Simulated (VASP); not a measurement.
Set up this calculation in VASP 6.6.1, as the native input.

```
Task                   : electric field gradients
Functional             : LDA
Potentials or basis    : VASP PAW LDA potentials, release 64 (Sc_sv, Ga_d)
Cutoff                 : 520 eV
k mesh                 : 9 × 9 × 9
Occupations            : fermi-dirac, width 0.05 eV
Spin                   : no spin polarisation
Dipole correction      : no
Further INCAR settings : ALGO = Normal; EDIFF = 1e-08; NBANDS = 33
```

The structure of ScGa3 lies in POSCAR:

```
ScGa3
1.0
    4.0950000000      0.0000000000      0.0000000000
    0.0000000000      4.0950000000      0.0000000000
    0.0000000000      0.0000000000      4.0950000000
Sc Ga
1 3
Direct
    0.0000000000      0.0000000000      0.0000000000
    0.0000000000      0.5000000000      0.5000000000
    0.5000000000      0.0000000000      0.5000000000
    0.5000000000      0.5000000000      0.0000000000
```

The input as run:

INCAR

```
ALGO     = Normal         # electronic algorithm
EDIFF    = 1E-8           # SCF threshold, eV
ENCUT    = 520            # plane-wave cutoff, eV
ISIF     = 2              # what is computed and relaxed
ISMEAR   = -1             # smearing method
LASPH    = True           # aspherical terms in the spheres
LCHARG   = False          # write CHGCAR
LEFG     = True         
LREAL    = False          # projectors in reciprocal space
LWAVE    = False          # write WAVECAR
NBANDS   = 33             # bands
NELM     = 80             # most SCF steps
PREC     = Accurate       # precision mode
SIGMA    = 0.05           # smearing width, eV
```

KPOINTS

```
k-points
0
Gamma
  9 9 9
```

Potentials or basis: VASP PAW LDA potentials, release 64 (Sc_sv, Ga_d).

Run with:

```bash
$ cat potpaw_LDA.64/Sc_sv/POTCAR potpaw_LDA.64/Ga_d/POTCAR > POTCAR
$ mpirun -np 1 vasp_std > vasp.out
```

It gave:

- Pressure: -5.3 GPa
- Band gap on the k mesh: zero (bands 25 and 26 overlap by 3.15 eV)
- Largest electric field gradient by atom: Sc -0.0; Ga +62.9 V/Å²

Caveat: the cell stands under tension; without QUAD_EFG the Cq values of the log hold for a quadrupole moment of 1 mb, not for the nuclei.

It took 94 s on 1 thread of AMD EPYC 7R13, on a shared host, peak memory 0.16 GiB.
